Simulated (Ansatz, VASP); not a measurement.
**Two plane-wave programs on TaNiN2**

```
CELL_PARAMETERS angstrom
3.12442 0.00000 0.00000
-1.56221 2.70583 0.00000
0.00000 -1.80388 5.87879
ATOMIC_POSITIONS crystal
Ta 0.50000 0.00000 0.50000
Ni 0.00000 0.00000 0.00000
N 0.10592 0.21184 0.31776
N 0.89408 0.78816 0.68224
```

Alike in both runs: functional PBE; k mesh 7 × 7 × 7; occupations tetrahedron; no spin polarisation; Hubbard terms Ni d U = 5.0 eV.

Ansatz relaxed the structure, and its values are those at the end. VASP's run is a single point on that final structure, the one shown.

|  | VASP | Ansatz |
| --- | --- | --- |
| version | VASP 6.6.1 | Ansatz 0.2.0 |
| potentials or method | VASP PAW PBE potentials, release 64 (Ta_pv, Ni, N), cutoff 520 eV | PAW plane waves |
| valence electrons in the cell | 31 | 41 |

```tsv
	VASP	Ansatz	Ansatz less VASP
gap on the k mesh at the Fermi level (eV)	none	none	-
pressure (GPa)	-1.0	0.0	+1.00
rms of the force components (eV/Å)	0.158	0.000	-0.1577
```

The programs project onto different local orbitals, so the same U acts differently, and such runs can settle in different states. A gap of «none» marks a metal or a gap that the smearing closes. VASP's potentials hold 31 valence electrons a cell and Ansatz's 41, so a difference there can come from the potentials and not from the codes. Ansatz's warnings: band table not solved further, filled band counts differ across k points, forces under tetrahedra, structure snapped to symmetry, tetrahedron derivatives may miss energy slope.

Neither program's run includes spin-orbit coupling.
